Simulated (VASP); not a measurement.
SrTiO3, 5 atoms in the cell. Symmetry: Cmmm, No. 65, orthorhombic system. Conventional cell: a = 5.470 Å, b = 5.630 Å, c = 3.868 Å, α = 90.00°, β = 90.00°, γ = 90.00°. Within 3.6 Å of Sr (site symmetry mmm) lie 12 O at 2.74 to 2.82 Å and 8 Ti at 3.35 to 3.42 Å. Ti (site symmetry mmm) has 6 O at 1.93 to 1.96 Å within 2.6 Å. O (site symmetry 2/m) has 2 Ti at 1.96 Å within 2.6 Å. Within 2.6 Å of O (site symmetry mmm) lie 2 Ti at 1.93 Å. 

- Program: VASP 6.6.1
- Task: single point
- Functional: PBE
- Potentials or basis: VASP PAW PBE potentials, release 64 (Sr_sv, Ti_sv, O)
- Cutoff: 520 eV
- k mesh: 7 × 5 × 9
- Occupations: gaussian, width 0.02 eV
- Spin: no spin polarisation
- Dipole correction: no
- Further INCAR settings: ALGO = Normal; EDIFF = 1e-06; NBANDS = 28; ISYM = 0

Potentials or basis: VASP PAW PBE potentials, release 64 (Sr_sv, Ti_sv, O).

The run is started by

```sh
$ cat potpaw_PBE.64/Sr_sv/POTCAR potpaw_PBE.64/Ti_sv/POTCAR potpaw_PBE.64/O/POTCAR > POTCAR
$ mpirun -np 1 vasp_std > vasp.out
```

Hardware: 1 thread of Intel(R) Xeon(R) Platinum 8259CL CPU @ 2.50GHz (Skylake/Cascade Lake), with other jobs on the host.

Question: How long does it take, and how much memory?

Answer: Run time: 6.8 min on 1 thread of Intel(R) Xeon(R) Platinum 8259CL CPU @ 2.50GHz (Skylake/Cascade Lake), on a shared host, peak memory 0.37 GiB. Counts: scf iterations 16, k points 158.
